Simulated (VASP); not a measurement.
Input of a VASP 6.6.1 run:

INCAR

```
SYSTEM = WC
  PREC = Accurate
  ENCUT = 520
  EDIFF = 1E-6
  ISMEAR = 1
  SIGMA = 0.05
  LREAL = .False.
  LASPH = .True.
  NELM = 60
  ALGO = Normal
  ISIF = 2
  LWAVE = .False.
  LCHARG = .False.
  GGA = PS
  NBANDS = 16
```

File KPOINTS:

```
Automatic mesh
0
Gamma
  11 11 11
  0 0 0
```

POSCAR

```
WC
1.0
    0.0000000000      2.2770955934      2.2770955934
    2.2770955934      0.0000000000      2.2770955934
    2.2770955934      2.2770955934      0.0000000000
W C
1 1
Direct
    0.0000000000      0.0000000000      0.0000000000
    0.5000000000      0.5000000000      0.5000000000
```

Potentials or basis: VASP PAW PBE potentials, release 64 (W_sv, C).

Command:

```console
$ cat potpaw_PBE.64/W_sv/POTCAR potpaw_PBE.64/C/POTCAR > POTCAR
$ mpirun -np 1 vasp_std > vasp.out
```

(1) Predict the band gap on the k mesh.

(2) What does it give for the pressure?

## Answers

(1) zero (band 9 reaches 11.32 eV, above the bottom of band 10 at 8.75 eV).

(2) -39.8 GPa.

Caveat: the PAW data sets were made with another functional, which shifts forces and pressure a little; spin-orbit coupling is left out, which moves the levels of the heavy elements.
